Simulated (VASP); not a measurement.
## Sn: single point with PBE

Slab: Sn, a slab with vacuum.

```
Sn
1.0
     4.70646    0.00000    0.00000
    -2.35323    4.07592    0.00000
     0.00000    0.00000   11.85410
Sn
4
Direct
  0.16667 0.33333 0.29526
  0.50000 0.00000 0.37390
  0.50000 0.00000 0.62610
  0.83333 0.66667 0.70474
```

```
Program                : VASP 6.6.1
Task                   : single point
Functional             : PBE
Potentials or basis    : VASP PAW PBE potentials, release 64 (Sn_d)
Cutoff                 : 520 eV
k mesh                 : 6 × 6 × 1
Occupations            : fermi-dirac, width 0.02 eV
Spin                   : no spin polarisation
Dipole correction      : yes
Further INCAR settings : ALGO = Normal; EDIFF = 1e-06; NBANDS = 36
```

```
Largest force          : 0.008 eV/Å
Band gap on the k mesh : zero (band 28 reaches 1.54 eV, above the bottom of band 29 at 1.43 eV)
```

Forces on the atoms (eV/Å):
```
Sn   0.000  0.000  0.004
Sn   0.000  0.000  0.008
Sn   0.000  0.000 -0.008
Sn   0.000  0.000 -0.004
```

Levels at points of the mesh, in eV from the Fermi level:
```csv
k point,band 25,band 26,band 27,band 28,band 29,band 30,band 31,band 32
"(0.00, 0.00, 0.00)",-0.44,-0.44,0.04,0.04,0.17,0.70,1.27,2.96
"(0.50, 0.00, 0.00)",-1.93,-1.63,-1.09,-0.97,0.55,1.36,1.45,2.45
```

Wall time 61 s on 1 thread of Intel Xeon 6975P-C (shared host), peak memory 0.33 GiB.

Caveat: spin-orbit coupling is left out, which moves the levels of the heavy elements.
